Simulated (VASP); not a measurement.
# CoSi in VASP: notebook

CoSi is run at these levels: PBEsol; tasks: single point.

Program: VASP 6.6.1. These are calculated values, not measurements. Logs are shortened: lines on timing, memory, paths and dates and some standing lists are left out, and cuts for length are marked.

## 1. The cell of the first run

It takes space group P2_13 (No. 198, cubic). The conventional cell has a = 4.254 Å, b = 4.254 Å, c = 4.254 Å, α = 90.00°, β = 90.00°, γ = 90.00°. Co (site symmetry 3) has 7 Si at 2.23 to 2.33 Å and 6 Co at 2.62 Å within 2.9 Å. Within 2.9 Å of Si (site symmetry 3) lie 7 Co at 2.23 to 2.33 Å and 6 Si at 2.63 Å.

## 2. Single point, PBEsol (strain -0.030 along x and y, -0.030 along z)

INCAR reads:

```
PREC = Accurate
ENCUT = 520
EDIFF = 1E-6
ISMEAR = 0
SIGMA = 0.15
LREAL = F
LASPH = T
NELM = 60
ALGO = Normal
ISIF = 2
LWAVE = F
LCHARG = F
GGA = PS
NBANDS = 36
```

KPOINTS reads:

```
regular mesh
0
Gamma
  10 10 10
```

POSCAR reads:

```
CoSi
1.0
    4.2542507526      0.0000000000      0.0000000000
    0.0000000000      4.2542507526      0.0000000000
    0.0000000000      0.0000000000      4.2542507526
Co Si
4 4
Direct
    0.1456446764      0.1456446764      0.1456446764
    0.3543553236      0.8543553236      0.6456446764
    0.6456446764      0.3543553236      0.8543553236
    0.8543553236      0.6456446764      0.3543553236
    0.8433288500      0.8433288500      0.8433288500
    0.6566711500      0.1566711500      0.3433288500
    0.3433288500      0.6566711500      0.1566711500
    0.1566711500      0.3433288500      0.6566711500
```

Potentials or basis: VASP PAW PBE potentials, release 64 (Co, Si).

Started as:

```
> cat potpaw_PBE.64/Co/POTCAR potpaw_PBE.64/Si/POTCAR > POTCAR
> mpirun -np 1 vasp_std > vasp.out
```

OUTCAR:

```text
PREC = Accurate
   ENCUT = 520
   EDIFF = 1E-6
   ISMEAR = 0
   LREAL = F
   LASPH = T
   NELM = 60
   ISIF = 2
   GGA = PS

 ion  position               nearest neighbor table
   1  0.146  0.146  0.146-   5 2.23   6 2.24   7 2.24   8 2.24   7 2.33   8 2.33   6 2.33   3 2.62
                             4 2.62   2 2.62   2 2.62   4 2.62   3 2.62
   2  0.354  0.854  0.646-   6 2.23   5 2.24   7 2.24   8 2.24   7 2.33   8 2.33   5 2.33   1 2.62
                             1 2.62   3 2.62   3 2.62   4 2.62   4 2.62
   3  0.646  0.354  0.854-   7 2.23   6 2.24   5 2.24   8 2.24   8 2.33   6 2.33   5 2.33   1 2.62
                             4 2.62   2 2.62   2 2.62   4 2.62   1 2.62
   4  0.854  0.646  0.354-   8 2.23   6 2.24   7 2.24   5 2.24   6 2.33   5 2.33   7 2.33   1 2.62
                             3 2.62   2 2.62   1 2.62   2 2.62   3 2.62
   5  0.843  0.843  0.843-   1 2.23   2 2.24   3 2.24   4 2.24   3 2.33   4 2.33   2 2.33   6 2.63
                             7 2.63   8 2.63   6 2.63   8 2.63   7 2.63
   6  0.657  0.157  0.343-   2 2.23   1 2.24   3 2.24   4 2.24   3 2.33   4 2.33   1 2.33   8 2.63
                             5 2.63   5 2.63   7 2.63   7 2.63   8 2.63
   7  0.343  0.657  0.157-   3 2.23   2 2.24   1 2.24   4 2.24   4 2.33   2 2.33   1 2.33   8 2.63
                             5 2.63   8 2.63   6 2.63   6 2.63   5 2.63
   8  0.157  0.343  0.657-   4 2.23   2 2.24   3 2.24   1 2.24   2 2.33   1 2.33   3 2.33   7 2.63
                             5 2.63   7 2.63   5 2.63   6 2.63   6 2.63

  LATTYP: Found a simple cubic cell.
 ALAT       =     4.2542507526

  Lattice vectors:

 A1 = (   4.2542507526,   0.0000000000,   0.0000000000)
 A2 = (   0.0000000000,   4.2542507526,   0.0000000000)
 A3 = (   0.0000000000,   0.0000000000,   4.2542507526)

Analysis of symmetry for initial positions (statically):
=====================================================================
 Subroutine PRICEL returns:
 Original cell was already a primitive cell.

 Routine SETGRP: Setting up the symmetry group for a
 simple cubic supercell.

 Subroutine GETGRP returns: Found 12 space group operations
 (whereof  3 operations were pure point group operations)
 out of a pool of 48 trial point group operations.

The static configuration has the point symmetry C_3 .
 The point group associated with its full space group is T   .

Analysis of symmetry for dynamics (positions and initial velocities):
=====================================================================
 Subroutine PRICEL returns:
 Original cell was already a primitive cell.

 Routine SETGRP: Setting up the symmetry group for a
 simple cubic supercell.

 Subroutine GETGRP returns: Found 12 space group operations
 (whereof  3 operations were pure point group operations)
 out of a pool of 48 trial point group operations.

The dynamic configuration has the point symmetry C_3 .
 The point group associated with its full space group is T   .

 Subroutine INISYM returns: Found 12 space group operations
 (whereof  3 operations are pure point group operations),
 and found     1 'primitive' translations

----------------------------------------------------------------------------------------

                                     Primitive cell

  volume of cell :      76.9962

  direct lattice vectors                    reciprocal lattice vectors
     4.254250753  0.000000000  0.000000000     0.235059017  0.000000000  0.000000000
     0.000000000  4.254250753  0.000000000     0.000000000  0.235059017  0.000000000
     0.000000000  0.000000000  4.254250753     0.000000000  0.000000000  0.235059017

  length of vectors
     4.254250753  4.254250753  4.254250753     0.235059017  0.235059017  0.235059017

  position of ions in fractional coordinates (direct lattice)
     0.145644676  0.145644676  0.145644676
     0.354355324  0.854355324  0.645644676
     0.645644676  0.354355324  0.854355324
     0.854355324  0.645644676  0.354355324
     0.843328850  0.843328850  0.843328850
     0.656671150  0.156671150  0.343328850
     0.343328850  0.656671150  0.156671150
     0.156671150  0.343328850  0.656671150

  ion indices of the primitive-cell ions
   primitive index   ion index
                 1           1
                 2           2
                 3           3
                 4           4
                 5           5
                 6           6
                 7           7
                 8           8

----------------------------------------------------------------------------------------

 KPOINTS: regular mesh

Automatic generation of k-mesh.
 Grid dimensions read from file:
 generate k-points for:   10   10   10

 Generating k-lattice:

  Cartesian coordinates                     Fractional coordinates (reciprocal lattice)
     0.023505902  0.000000000  0.000000000     0.100000000  0.000000000  0.000000000
     0.000000000  0.023505902  0.000000000     0.000000000  0.100000000  0.000000000
     0.000000000  0.000000000  0.023505902     0.000000000  0.000000000  0.100000000

  Length of vectors
     0.023505902  0.023505902  0.023505902

  Shift w.r.t. Gamma in fractional coordinates (k-lattice)
     0.000000000  0.000000000  0.000000000

 Subroutine IBZKPT returns following result:
 ===========================================

 Found     76 irreducible k-points:

 Following reciprocal coordinates:
            Coordinates               Weight
  0.000000  0.000000  0.000000      1.000000
  0.100000  0.000000  0.000000      6.000000
  0.200000  0.000000  0.000000      6.000000
  0.300000  0.000000  0.000000      6.000000
  0.400000  0.000000  0.000000      6.000000
  0.500000  0.000000  0.000000      3.000000
[... 16 lines left out ...]
  0.300000  0.300000  0.000000     12.000000
  0.400000  0.300000  0.000000     12.000000
 [... further k-points ...]
   k-points           NKPTS =     76   k-points in BZ     NKDIM =     76   number of bands    NBANDS=     36
   number of dos      NEDOS =    301   number of ions     NIONS =      8
   total plane-waves  NPLWV =  32768
   dimension x,y,z NGX =    32 NGY =   32 NGZ =   32
   dimension x,y,z NGXF=    64 NGYF=   64 NGZF=   64
   ions per type =               4   4
   NGX,Y,Z   is equivalent  to a cutoff of  12.50, 12.50, 12.50 a.u.
   NGXF,Y,Z  is equivalent  to a cutoff of  25.01, 25.01, 25.01 a.u.
 SYSTEM =  unknown system
   PREC   = accura    normal or accurate (medium, high low for compatibility)
   ISTART =      0    job   : 0-new  1-cont  2-samecut
   ICHARG =      2    charge: 1-file 2-atom 10-const
   ISPIN  =      1    spin polarized calculation?
   LNONCOLLINEAR =      F non collinear calculations
   LSORBIT =      F    spin-orbit coupling
   LASPH  =      T    aspherical Exc in radial PAW
   ENCUT  =  520.0 eV  38.22 Ry    6.18 a.u.   7.91  7.91  7.91*2*pi/ulx,y,z
   NELM   =     60;   NELMIN=  2; NELMDL= -5     # of ELM steps
   EDIFF  = 0.1E-05   stopping-criterion for ELM
   LREAL  =      F    real-space projection
   EDIFFG = 0.1E-04   stopping-criterion for IOM
   NSW    =      0    number of steps for IOM
   IBRION =     -1    ionic relax: 0-MD 1-quasi-New 2-CG
   NFREE  =      0    steps in history (QN), initial steepest desc. (CG)
   ISIF   =      2    stress and relaxation
   ISYM   =      2    0-nonsym 1-usesym 2-fastsym
   POTIM  = 0.5000    time-step for ionic-motion
   TEBEG  =    0.0;   TEEND  =   0.0 temperature during run
   PSTRESS=    0.0 pullay stress
   NELECT =      52.0000    total number of electrons
   NUPDOWN=      -1.0000    fix difference up-down
   EMIN   =  10.00;   EMAX   =-10.00  energy-range for DOS
   EFERMI =   0.00;   METHOD = LEGACY
   ISMEAR =     0;   SIGMA  =   0.15  broadening in eV -4-tet -1-fermi 0-gaus
   EFERMI_NEDOS =   21; number of points for ismear=-14 and -15
   IALGO  =     38    algorithm
   IMIX   =      4    mixing-type and parameters
     AMIX     =   0.40;   BMIX     =  1.00
     AMIX_MAG =   1.60;   BMIX_MAG =  1.00
  volume/ion in A,a.u.               =       9.62        64.95
  Fermi-wavevector in a.u.,A,eV,Ry     =   1.436325  2.714262 28.069239  2.063031
  Thomas-Fermi vector in A             =   2.555526
   LORBIT       =      0    0 simple, 1 ext, 2 COOP (PROOUT), +10 PAW based schemes
   GGA     = PS    functional components
   LHFCALC =     F    Hartree Fock is set to
   AEXX    =    0.0000 exact exchange contribution
   IVDW    =     0    specifies the selected vdW correction
   LEPSILON=     F    determine dielectric tensor
   LRPA    =     F    only Hartree local field effects (RPA)
 non-spin polarized calculation
 Gauss-broadening in eV      SIGMA  =   0.15
  energy-cutoff  :      520.00
  volume of cell :       77.00
 maximum number of plane-waves:      2103
   NGX = 15   NGY = 15   NGZ = 15

 number of electron      52.0000030 magnetization

 Free energy of the ion-electron system (eV)
  ---------------------------------------------------
  ext. energy  EPLUGINS =         0.00000000
  ---------------------------------------------------
  free energy    TOTEN  =       -59.23500571 eV

  energy without entropy =      -59.22159711  energy(sigma->0) =      -59.22830141

 E-fermi :  14.0197     XC(G=0): -13.6029

 val. band max:       13.9873299586   @ k =   0.0000   0.0000   0.0000
 cond. band min:      14.0517465795   @ k =   0.5000   0.4000   0.4000
 fundamental gap:      0.0644166209
 Fermi energy:        14.0196937534

 k-point     1 :       0.0000    0.0000    0.0000
  band No.  band energies     occupation
      1      -0.7535      2.00000
      2       5.1813      2.00000
      3       5.1813      2.00000
      4       5.1813      2.00000
      5       7.8832      2.00000
      6       7.8832      2.00000
[... 28 lines left out ...]
     35      18.0652      0.00000
     36      19.2103      0.00000

 k-point     2 :       0.1000    0.0000    0.0000
  band No.  band energies     occupation
      1      -0.6715      2.00000
      2       4.5364      2.00000
      3       5.2290      2.00000
      4       5.6728      2.00000
      5       7.4859      2.00000
      6       7.9323      2.00000
[... 850 lines left out ...]
 k-point    24 :       0.4000    0.3000    0.0000
  band No.  band energies     occupation
      1       1.2047      2.00000
      2       2.5472      2.00000
      3       4.2162      2.00000
      4       5.3040      2.00000
      5       7.7553      2.00000
      6       7.8443      2.00000
[... 28 lines left out ...]
     35      19.1420      0.00000
     36      20.5476      0.00000

 [... further k-points ...]

------------------------ aborting loop because EDIFF is reached ----------------------------------------

  FORCE on cell =-STRESS in cart. coord.  units (eV):
  Direction    XX          YY          ZZ          XY          YZ          ZX
  --------------------------------------------------------------------------------------
  -------------------------------------------------------------------------------------
  Total       13.4411110     13.4411110     13.4411110      0.0000000     -0.0000000      0.0000000
  in kB      279.6897157    279.6897157    279.6897157      0.0000000     -0.0000000      0.0000000
  external PRESSURE =     279.6897157 kB  Pullay stress =       0.0000000 kB

 VOLUME and BASIS-vectors are now :
 -----------------------------------------------------------------------------
  energy-cutoff  :      520.00
  volume of cell :       77.00
      direct lattice vectors                 reciprocal lattice vectors
     4.254250753  0.000000000  0.000000000     0.235059017  0.000000000  0.000000000
     0.000000000  4.254250753  0.000000000     0.000000000  0.235059017  0.000000000
     0.000000000  0.000000000  4.254250753     0.000000000  0.000000000  0.235059017

 POSITION                                       TOTAL-FORCE (eV/Angst)
 -----------------------------------------------------------------------------------
      0.61961      0.61961      0.61961         0.133474      0.133474      0.133474
      1.50752      3.63464      2.74673        -0.133474     -0.133474      0.133474
      2.74673      1.50752      3.63464         0.133474     -0.133474     -0.133474
      3.63464      2.74673      1.50752        -0.133474      0.133474     -0.133474
      3.58773      3.58773      3.58773         0.073356      0.073356      0.073356
      2.79364      0.66652      1.46061        -0.073356     -0.073356      0.073356
      1.46061      2.79364      0.66652         0.073356     -0.073356     -0.073356
      0.66652      1.46061      2.79364        -0.073356      0.073356     -0.073356
 -----------------------------------------------------------------------------------
    total drift:                                0.000000      0.000000      0.000000

  FREE ENERGIE OF THE ION-ELECTRON SYSTEM (eV)
  ---------------------------------------------------
  free  energy   TOTEN  =       -59.2350057125 eV

  energy  without entropy=      -59.2215971118  energy(sigma->0) =      -59.22830141
```

Run time: 3.7 min. Hardware: 1 thread of Intel Xeon 8259CL, shared host; peak memory 0.29 GiB.

Results:

```
Free energy            : -59.2350 eV
Pressure               : 28.0 GPa
Largest force          : 0.231 eV/Å
Band gap on the k mesh : zero (bands 26 and 27 overlap by 0.26 eV)
```

Forces in eV/Å, atoms in the order of the input:
```
Co   0.133  0.133  0.133
Co  -0.133 -0.133  0.133
Co   0.133 -0.133 -0.133
Co  -0.133  0.133 -0.133
Si   0.073  0.073  0.073
Si  -0.073 -0.073  0.073
Si   0.073 -0.073 -0.073
Si  -0.073  0.073 -0.073
```

Levels at points of the mesh, in eV from the Fermi level:
| k point | band 22 | band 23 | band 24 | band 25 | band 26 | band 27 | band 28 | band 29 | band 30 | band 31 |
| --- | --- | --- | --- | --- | --- | --- | --- | --- | --- | --- |
| (0.00, 0.00, 0.00) | -1.12 | -0.97 | -0.97 | -0.03 | -0.03 | -0.03 | 3.05 | 3.05 | 3.05 | 3.28 |
| (0.50, 0.00, 0.00) | -1.29 | -0.80 | -0.80 | -0.61 | -0.61 | 1.13 | 1.13 | 1.89 | 1.89 | 4.68 |
| (0.50, 0.50, 0.00) | -1.80 | -1.23 | -1.23 | -0.08 | -0.08 | 0.70 | 0.70 | 2.47 | 2.47 | 2.91 |
| (0.50, 0.50, 0.50) | -1.51 | -1.51 | -1.51 | -0.29 | -0.29 | -0.29 | -0.29 | 6.19 | 6.19 | 6.19 |

Caveat: the cell differs from its parent crystal (strain -0.030 along x and y, -0.030 along z); the cell stands under pressure; the PAW data sets were made with another functional, which shifts forces and pressure a little; the run has no spin polarisation, though such a crystal can be magnetic. Spin polarisation is off, so any magnetic state and its effect on volume and gap are missing.

(Continued in part 2 of 2.)
